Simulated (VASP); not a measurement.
Runs of VASP 6.6.1 on K7Mg7InF24 (a cell with a defect). The cell holds a defect, 39 atoms: a = 7.983 Å, b = 7.983 Å, c = 7.983 Å, α = 90.00°, β = 90.00°, γ = 90.00°. 

```tsv
level	potentials or basis	smearing	gap on the mesh (eV)	pressure (GPa)	largest force (eV/Å)
PBEsol	VASP PAW PBE potentials, release 64 (K_sv, In_d, Mg, F)	methfessel-paxton 0.05 eV	5.76	2.4	5.17
LDA	VASP PAW LDA potentials, release 64 (K_sv, In_d, Mg, F)	fermi-dirac 0.05 eV	(a)	-2.6	5.04
PBEsol+D4	VASP PAW PBE potentials, release 64 (K_sv, In_d, Mg, F)	fermi-dirac 0.05 eV	5.76	(b)	5.17
PBEsol	VASP PAW PBE potentials, release 64 (K_sv, In_d, Mg, F)	fermi-dirac 0.05 eV	5.76	2.4	5.17
PBE	VASP PAW PBE potentials, release 64 (K_sv, In_d, Mg, F)	fermi-dirac 0.05 eV	5.87	5.9	5.35
```

Alike in all rows: task single point; no spin polarisation; cell as given; k mesh 1 × 1 × 1, shifted; cutoff (eV) 520.

Fill in the values left out.

(a) 5.65; (b) 1.8.

Caveats: spin-orbit coupling is left out, which moves the levels of the heavy elements; the PAW data sets were made with another functional, which shifts forces and pressure a little (at least some runs).

A k mesh can miss the band edges, and the runs leave out spin-orbit coupling on In.
